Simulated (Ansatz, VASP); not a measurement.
## One calculation of ZrS, two programs

```
Zr S
1.0
     0.00000    2.56714    2.56714
     2.50733    0.00000    2.56714
     2.50733    2.56714    0.00000
Zr S
1 1
Direct
  0.99266 0.00734 0.00734
  0.52090 0.47910 0.47910
```

Change from the starting cell: mode 4 frozen in at -0.107 Å, normal strain along x -0.0233.

Alike in both runs: task single point; functional LDA; k mesh 16 × 16 × 16; occupations gaussian, width 0.15 eV; no spin polarisation.

|  | VASP | Ansatz |
| --- | --- | --- |
| version | VASP 6.6.1 | Ansatz 0.2.0 |
| potentials or method | VASP PAW LDA potentials, release 64 (Zr_sv, S), cutoff 520 eV | scalar-relativistic, plane waves, PAW |
| valence electrons in the cell | 18 | 18 |

```csv
,VASP,Ansatz,Ansatz less VASP
gap on the k mesh at the Fermi level (eV),none,none,-
pressure (GPa),6.2,6.0,-0.21
"traceless stress, the component that is largest in VASP (GPa)",10.80,10.76,-0.044
rms of the force components (eV/Å),0.872,0.866,-0.0067
```

Ansatz warns that its potentials were made for another functional, while VASP's fit it. LDA's correlation is that of Perdew and Zunger in VASP and of Perdew and Wang (1992) in Ansatz. Atom by atom the forces differ by 0.007 eV/Å (rms over components). A gap of «none» marks a metal or a gap that the smearing closes.
